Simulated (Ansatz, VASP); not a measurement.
Mn in VASP and in Ansatz

INCAR

```
SYSTEM = Mn
PREC = Accurate ; ENCUT = 520
EDIFF = 1E-7 ; ISMEAR = -1
SIGMA = 0.1 ; LREAL = .False.
LASPH = .True. ; NELM = 100
ALGO = Normal ; ISIF = 2
LWAVE = .False. ; LCHARG = .False.
GGA = B5 ; ALDAX = 1.0
AGGAX = 1.0 ; AGGAC = 1.0
ALDAC = 0.0 ; NBANDS = 20
```

Contents of KPOINTS:

```
regular mesh
0
Gamma
  16 16 9
  0 0 0
```

The input POSCAR:

```
Mn
1.0
    2.5496522538      0.0000000000      0.0000000000
   -1.2748261269      2.2080636226      0.0000000000
    0.0000000000      0.0000000000      4.1059335569
Mn
2
Direct
    0.3333333333      0.6666666667      0.2500000000
    0.6666666667      0.3333333333      0.7500000000
```

Input for Ansatz:

```yaml
crystal:
  lattice:
    - [2.5496522538, 0.0, 0.0]
    - [-1.2748261269, 2.2080636226, 0.0]
    - [0.0, 0.0, 4.1059335569]
  atoms:
    - { symbol: Mn, position: [0.3333333333, 0.6666666667, 0.25] }
    - { symbol: Mn, position: [0.6666666667, 0.3333333333, 0.75] }
hamiltonian:
  xc: blyp
  pseudopotentials:
    kind: paw
    azcp:
      Mn: "pseudopotentials/Mn.paw.azcp"
basis:
  ecutwfc: 420
  fft_grid_basis: typed
kpoints:
  mp_grid: { grid: [16, 16, 9], shift: [0, 0, 0] }
magnetization:
  spin_polarized: false
scf:
  occupations: { method: fermi_dirac, width: 0.1 }
  lower_state_search: "off"
output:
  stress: true
```

Alike in both runs: task single point; functional BLYP; k mesh 16 × 16 × 9; occupations fermi-dirac, width 0.1 eV; no spin polarisation.

|  | VASP | Ansatz |
| --- | --- | --- |
| version | VASP 6.6.1 | Ansatz 0.2.0 |
| potentials or method | VASP PAW PBE potentials, release 64 (Mn_pv), cutoff 520 eV | plane waves (420 eV) with PAW, scalar-relativistic |
| valence electrons in the cell | 26 | 30 |

|  | VASP | Ansatz | Ansatz less VASP |
| --- | --- | --- | --- |
| pressure (GPa) | -8.9 | -9.0 | -0.12 |
| traceless stress, the component that is largest in VASP (GPa) | -0.17 | -0.06 | +0.111 |

VASP's potentials were made for PBE, not for BLYP. VASP's potentials hold 26 valence electrons a cell and Ansatz's 30, so a difference there can come from the potentials and not from the codes.
